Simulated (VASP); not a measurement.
# H2C2O (P2_1) in VASP: single point with PBE+D3(BJ)

Aim: the single point of H2C2O with PBE+D3(BJ).

Program: VASP 6.6.1. These are calculated values, not measurements. Logs are shortened: lines on timing, memory, paths and dates and some standing lists are left out, and cuts for length are marked.

## (1) The cell of the first run

It takes space group P2_1 (No. 4, monoclinic). The conventional cell has a = 3.873 Å, b = 7.148 Å, c = 7.750 Å, α = 90.00°, β = 100.86°, γ = 90.00°. H (site symmetry 1) has 1 C at 1.10 Å within 1.5 Å. H (site symmetry 1) has 1 C at 1.10 Å within 1.5 Å. Within 1.5 Å of H (site symmetry 1) lie 1 C at 1.10 Å. H (site symmetry 1) has 1 O at 1.02 Å within 1.4 Å. C (site symmetry 1) has 3 H at 1.10 Å and 1 C at 1.44 Å within 1.5 Å. Within 1.6 Å of C (site symmetry 1) lie 2 C at 1.21 to 1.44 Å. C (site symmetry 1) has 2 O at 1.24 to 1.32 Å and 1 C at 1.43 Å within 1.7 Å. Within 1.6 Å of C (site symmetry 1) lie 2 C at 1.21 to 1.43 Å.

## (2) Single point, PBE+D3(BJ)

The input, INCAR:

```
PREC     = Accurate       # precision mode
ENCUT    = 520            # plane-wave cutoff, eV
EDIFF    = 1E-6           # SCF threshold, eV
ISMEAR   = 0              # smearing method
SIGMA    = 0.1            # smearing width, eV
LREAL    = Auto         
LASPH    = T              # aspherical terms in the spheres
NELM     = 80             # most SCF steps
ALGO     = Normal         # electronic algorithm
ISIF     = 2              # what is computed and relaxed
LWAVE    = F              # write WAVECAR
LCHARG   = F              # write CHGCAR
GGA      = PE             # functional
IVDW     = 12             # dispersion correction
NBANDS   = 48             # bands
```

The input, KPOINTS:

```
Automatic mesh
0
Gamma
  6 4 4
```

The input, POSCAR:

```
H2C2O
1.0
    3.8731085019      0.0000000000     -0.0137108159
    0.0000000000      7.1478972018      0.0000000000
   -1.4325241202      0.0000000000      7.6159518982
H C O
8 8 4
Direct
    0.9505171860      0.3509242707      0.0188051510
    0.0494828140      0.8509242707      0.9811948490
    0.3026613483      0.2152085854      0.9689404891
    0.6973386517      0.7152085854      0.0310595109
    0.8886529548      0.2109624183      0.8243096083
    0.1113470452      0.7109624183      0.1756903917
    0.4311515904      0.9947075168      0.5988471731
    0.5688484096      0.4947075168      0.4011528269
    0.0747550518      0.3011213919      0.9111901762
    0.9252449482      0.8011213919      0.0888098238
    0.1811133908      0.4541141095      0.8117557288
    0.8188866092      0.9541141095      0.1882442712
    0.3739006779      0.7250181812      0.6175728525
    0.6260993221      0.2250181812      0.3824271475
    0.2701835152      0.5822054079      0.7269113034
    0.7298164848      0.0822054079      0.2730886966
    0.4758205333      0.6913586414      0.4784921155
    0.5241794667      0.1913586414      0.5215078845
    0.3519813129      0.8964794769      0.6792999254
    0.6480186871      0.3964794769      0.3207000746
```

Potentials or basis: VASP PAW PBE potentials, release 64 (H, C, O).

Command:

```console
cat potpaw_PBE.64/H/POTCAR potpaw_PBE.64/C/POTCAR potpaw_PBE.64/O/POTCAR > POTCAR
mpirun -np 1 vasp_std > vasp.out
```

OUTCAR:

```text
PREC = Accurate
   ENCUT = 520
   EDIFF = 1E-6
   ISMEAR = 0
   LREAL = Auto
   LASPH = T
   NELM = 80
   ISIF = 2
   GGA = PE
   IVDW = 12
 IVDW          = 12

 ion  position               nearest neighbor table
   1  0.951  0.351  0.019-   9 1.10
   2  0.049  0.851  0.981-  10 1.10
   3  0.303  0.215  0.969-   9 1.10
   4  0.697  0.715  0.031-  10 1.10
   5  0.889  0.211  0.824-   9 1.10
   6  0.111  0.711  0.176-  10 1.10
   7  0.431  0.995  0.599-  19 1.02
   8  0.569  0.495  0.401-  20 1.02
   9  0.075  0.301  0.911-   1 1.10   5 1.10   3 1.10  11 1.44
  10  0.925  0.801  0.089-   2 1.10   6 1.10   4 1.10  12 1.44
  11  0.181  0.454  0.812-  15 1.21   9 1.44
  12  0.819  0.954  0.188-  16 1.21  10 1.44
  13  0.374  0.725  0.618-  17 1.24  19 1.32  15 1.43
  14  0.626  0.225  0.382-  18 1.24  20 1.32  16 1.43
  15  0.270  0.582  0.727-  11 1.21  13 1.43
  16  0.730  0.082  0.273-  12 1.21  14 1.43
  17  0.476  0.691  0.478-  13 1.24
  18  0.524  0.191  0.522-  14 1.24
  19  0.352  0.896  0.679-   7 1.02  13 1.32
  20  0.648  0.396  0.321-   8 1.02  14 1.32

  LATTYP: Found a simple monoclinic cell.
 ALAT       =     3.8731327700
 B/A-ratio  =     1.8455079199
 C/A-ratio  =     2.0008367413
 COS(beta)  =    -0.1883314114

  Lattice vectors:

 A1 = (   3.8731085019,   0.0000000000,  -0.0137108159)
 A2 = (   0.0000000000,   7.1478972018,   0.0000000000)
 A3 = (  -1.4325241202,   0.0000000000,   7.6159518982)

Analysis of symmetry for initial positions (statically):
=====================================================================
 Subroutine PRICEL returns:
 Original cell was already a primitive cell.

 Routine SETGRP: Setting up the symmetry group for a
 simple monoclinic supercell.

 Subroutine GETGRP returns: Found  2 space group operations
 (whereof  1 operations were pure point group operations)
 out of a pool of  4 trial point group operations.

The static configuration has the point symmetry C_1 .
 The point group associated with its full space group is C_2 .

Analysis of symmetry for dynamics (positions and initial velocities):
=====================================================================
 Subroutine PRICEL returns:
 Original cell was already a primitive cell.

 Routine SETGRP: Setting up the symmetry group for a
 simple monoclinic supercell.

 Subroutine GETGRP returns: Found  2 space group operations
 (whereof  1 operations were pure point group operations)
 out of a pool of  4 trial point group operations.

The dynamic configuration has the point symmetry C_1 .
 The point group associated with its full space group is C_2 .

 Subroutine INISYM returns: Found  2 space group operations
 (whereof  1 operations are pure point group operations),
 and found     1 'primitive' translations

----------------------------------------------------------------------------------------

                                     Primitive cell

  volume of cell :     210.7040

  direct lattice vectors                    reciprocal lattice vectors
     3.873108502  0.000000000 -0.013710816     0.258362579  0.000000000  0.048596765
     0.000000000  7.147897202  0.000000000     0.000000000  0.139901284  0.000000000
    -1.432524120  0.000000000  7.615951898     0.000465124  0.000000000  0.131390838

  length of vectors
     3.873132770  7.147897202  7.749506350     0.262893263  0.139901284  0.131391661

  position of ions in fractional coordinates (direct lattice)
     0.950517186  0.350924271  0.018805151
     0.049482814  0.850924271  0.981194849
     0.302661348  0.215208585  0.968940489
     0.697338652  0.715208585  0.031059511
     0.888652955  0.210962418  0.824309608
     0.111347045  0.710962418  0.175690392
[... 12 lines left out ...]
     0.351981313  0.896479477  0.679299925
     0.648018687  0.396479477  0.320700075

  ion indices of the primitive-cell ions
   primitive index   ion index
                 1           1
                 2           2
                 3           3
                 4           4
                 5           5
                 6           6
[... 12 lines left out ...]
                19          19
                20          20

----------------------------------------------------------------------------------------

 KPOINTS: Automatic mesh

Automatic generation of k-mesh.
 Grid dimensions read from file:
 generate k-points for:    6    4    4

 Generating k-lattice:

  Cartesian coordinates                     Fractional coordinates (reciprocal lattice)
     0.043060430  0.000000000  0.008099461     0.166666667  0.000000000 -0.000000000
     0.000000000  0.034975321  0.000000000     0.000000000  0.250000000  0.000000000
     0.000116281  0.000000000  0.032847709     0.000000000  0.000000000  0.250000000

  Length of vectors
     0.043815544  0.034975321  0.032847915

  Shift w.r.t. Gamma in fractional coordinates (k-lattice)
     0.000000000  0.000000000  0.000000000

 Subroutine IBZKPT returns following result:
 ===========================================

 Found     42 irreducible k-points:

 Following reciprocal coordinates:
            Coordinates               Weight
  0.000000  0.000000  0.000000      1.000000
  0.166667  0.000000  0.000000      2.000000
  0.333333  0.000000  0.000000      2.000000
  0.500000  0.000000  0.000000      1.000000
  0.000000  0.250000  0.000000      2.000000
  0.166667  0.250000  0.000000      4.000000
[... 16 lines left out ...]
 -0.333333  0.250000  0.250000      4.000000
 -0.166667  0.250000  0.250000      4.000000
 [... further k-points ...]
   k-points           NKPTS =     42   k-points in BZ     NKDIM =     42   number of bands    NBANDS=     48
   number of dos      NEDOS =    301   number of ions     NIONS =     20
   total plane-waves  NPLWV =  97200
   dimension x,y,z NGX =    30 NGY =   54 NGZ =   60
   dimension x,y,z NGXF=    60 NGYF=  108 NGZF=  120
   ions per type =               8   8   4
   NGX,Y,Z   is equivalent  to a cutoff of  12.88, 12.56, 12.87 a.u.
   NGXF,Y,Z  is equivalent  to a cutoff of  25.75, 25.12, 25.74 a.u.
 SYSTEM =  unknown system
   PREC   = accura    normal or accurate (medium, high low for compatibility)
   ISTART =      0    job   : 0-new  1-cont  2-samecut
   ICHARG =      2    charge: 1-file 2-atom 10-const
   ISPIN  =      1    spin polarized calculation?
   LNONCOLLINEAR =      F non collinear calculations
   LSORBIT =      F    spin-orbit coupling
   LASPH  =      T    aspherical Exc in radial PAW
   ENCUT  =  520.0 eV  38.22 Ry    6.18 a.u.   7.20 13.29 14.41*2*pi/ulx,y,z
   NELM   =     80;   NELMIN=  2; NELMDL= -5     # of ELM steps
   EDIFF  = 0.1E-05   stopping-criterion for ELM
   LREAL  =      T    real-space projection
   EDIFFG = 0.1E-04   stopping-criterion for IOM
   NSW    =      0    number of steps for IOM
   IBRION =     -1    ionic relax: 0-MD 1-quasi-New 2-CG
   NFREE  =      0    steps in history (QN), initial steepest desc. (CG)
   ISIF   =      2    stress and relaxation
   ISYM   =      2    0-nonsym 1-usesym 2-fastsym
   POTIM  = 0.5000    time-step for ionic-motion
   TEBEG  =    0.0;   TEEND  =   0.0 temperature during run
   PSTRESS=    0.0 pullay stress
   NELECT =      64.0000    total number of electrons
   NUPDOWN=      -1.0000    fix difference up-down
   EMIN   =  10.00;   EMAX   =-10.00  energy-range for DOS
   EFERMI =   0.00;   METHOD = LEGACY
   ISMEAR =     0;   SIGMA  =   0.10  broadening in eV -4-tet -1-fermi 0-gaus
   EFERMI_NEDOS =   21; number of points for ismear=-14 and -15
   IALGO  =     38    algorithm
   IMIX   =      4    mixing-type and parameters
     AMIX     =   0.40;   BMIX     =  1.00
     AMIX_MAG =   1.60;   BMIX_MAG =  1.00
  volume/ion in A,a.u.               =      10.54        71.10
  Fermi-wavevector in a.u.,A,eV,Ry     =   1.100467  2.079582 16.477044  1.211029
  Thomas-Fermi vector in A             =   2.236879
   LORBIT       =      0    0 simple, 1 ext, 2 COOP (PROOUT), +10 PAW based schemes
   GGA     = PE    functional components
   LHFCALC =     F    Hartree Fock is set to
   AEXX    =    0.0000 exact exchange contribution
   IVDW    =    12    specifies the selected vdW correction
   LEPSILON=     F    determine dielectric tensor
   LRPA    =     F    only Hartree local field effects (RPA)
 non-spin polarized calculation
 Gauss-broadening in eV      SIGMA  =   0.10
  energy-cutoff  :      520.00
  volume of cell :      210.70
 maximum number of plane-waves:      5696
 NGX is ok and might be reduce to    30
   NGX = 15   NGY = 27   NGZ = 29

 number of electron      63.9999994 magnetization

 Free energy of the ion-electron system (eV)
  ---------------------------------------------------
  ext. energy  EPLUGINS =         0.00000000
  ---------------------------------------------------
  free energy    TOTEN  =      -126.25404135 eV

  energy without entropy =     -126.25404135  energy(sigma->0) =     -126.25404135

 E-fermi :  -1.1158     XC(G=0):  -7.8804

 val. band max:       -1.6305396635   @ k =  -0.1667   0.0000   0.2500
 cond. band min:       1.9198409703   @ k =   0.0000   0.0000   0.5000
 fundamental gap:      3.5503806337
 Fermi energy:        -1.1158263106

 k-point     1 :       0.0000    0.0000    0.0000
  band No.  band energies     occupation
      1     -23.3750      2.00000
      2     -23.1120      2.00000
      3     -21.1559      2.00000
      4     -20.7472      2.00000
      5     -15.3449      2.00000
      6     -15.2183      2.00000
[... 36 lines left out ...]
     43       6.9983      0.00000
     44       7.8304      0.00000

 k-point     2 :       0.1667    0.0000    0.0000
  band No.  band energies     occupation
      1     -23.3650      2.00000
      2     -23.1059      2.00000
      3     -21.1513      2.00000
      4     -20.7478      2.00000
      5     -15.3013      2.00000
      6     -15.1890      2.00000
[... 1026 lines left out ...]
 k-point    24 :      -0.1667    0.2500    0.2500
  band No.  band energies     occupation
      1     -23.3315      2.00000
      2     -23.1495      2.00000
      3     -21.0875      2.00000
      4     -20.8032      2.00000
      5     -15.2940      2.00000
      6     -15.2055      2.00000
[... 36 lines left out ...]
     43       7.6800      0.00000
     44       7.9892      0.00000

 [... further k-points ...]

 [bands above 44 left out]

------------------------ aborting loop because EDIFF is reached ----------------------------------------

 Edisp (eV)   -1.30729

 E8    (eV) :    -0.3215

  FORCE on cell =-STRESS in cart. coord.  units (eV):
  Direction    XX          YY          ZZ          XY          YZ          ZX
  --------------------------------------------------------------------------------------
  -------------------------------------------------------------------------------------
  Total      -0.10999     0.40958     0.40186     0.00000     0.00000    -0.39296
  in kB      -0.83636     3.11445     3.05570     0.00000     0.00000    -2.98801
  external pressure =        1.78 kB  Pullay stress =        0.00 kB

 VOLUME and BASIS-vectors are now :
 -----------------------------------------------------------------------------
  energy-cutoff  :      520.00
  volume of cell :      210.70
      direct lattice vectors                 reciprocal lattice vectors
     3.873108502  0.000000000 -0.013710816     0.258362579  0.000000000  0.048596765
     0.000000000  7.147897202  0.000000000     0.000000000  0.139901284  0.000000000
    -1.432524120  0.000000000  7.615951898     0.000465124  0.000000000  0.131390838

 POSITION                                       TOTAL-FORCE (eV/Angst)
 -----------------------------------------------------------------------------------
      3.65452      2.50837      0.13019        -0.010828      0.012452      0.017173
     -1.21393      6.08232      7.47205         0.010828      0.012452     -0.017173
     -0.21579      1.53829      7.37525         0.033367     -0.015498      0.010606
      2.65637      5.11224      0.22699        -0.033367     -0.015498     -0.010606
      2.26101      1.50794      6.26572        -0.026299     -0.012289     -0.030719
      0.17958      5.08189      1.33652         0.026299     -0.012289      0.030719
[... 12 lines left out ...]
      0.39015      6.40794      5.16869        -0.009608      0.129881      0.037324
      2.05044      2.83399      2.43355         0.009608      0.129881     -0.037324
 -----------------------------------------------------------------------------------
    total drift:                                0.000001      0.046632     -0.000003

  FREE ENERGIE OF THE ION-ELECTRON SYSTEM (eV)
  ---------------------------------------------------
  free  energy   TOTEN  =      -127.5613326076 eV

  energy  without entropy=     -127.5613326076  energy(sigma->0) =     -127.56133261
```

It took 8 min on 1 thread of AMD EPYC 7R13 (Zen 3), shared host; peak memory 0.41 GiB.

What came out:

```yaml
Free_energy: -127.5613 eV
Pressure: 0.2 GPa
Largest_force: 0.398 eV/Å
Band_gap_on_the_k_mesh: 3.55 eV
Dispersion_energy_per_atom: -0.065 eV
```

Forces on the atoms (eV/Å):
```
H   -0.011  0.012  0.017
H    0.011  0.012 -0.017
H    0.033 -0.015  0.011
H   -0.033 -0.015 -0.011
H   -0.026 -0.012 -0.031
H    0.026 -0.012  0.031
H   -0.012  0.088  0.016
H    0.012  0.088 -0.016
C   -0.005  0.004  0.019
C    0.005  0.004 -0.019
C   -0.038 -0.050  0.033
C    0.038 -0.050 -0.033
C   -0.180 -0.117  0.317
C    0.180 -0.117 -0.317
C    0.038  0.067 -0.053
C   -0.038  0.067  0.053
O    0.187 -0.107 -0.334
O   -0.187 -0.107  0.334
O   -0.010  0.130  0.037
O    0.010  0.130 -0.037
```

Stress tensor (GPa, compression positive):
```
-0.08  0.00 -0.30
 0.00  0.31  0.00
-0.30  0.00  0.31
```

A k mesh can miss the band edges. A hybrid or GW would open this gap; PBE tends to underestimate it.
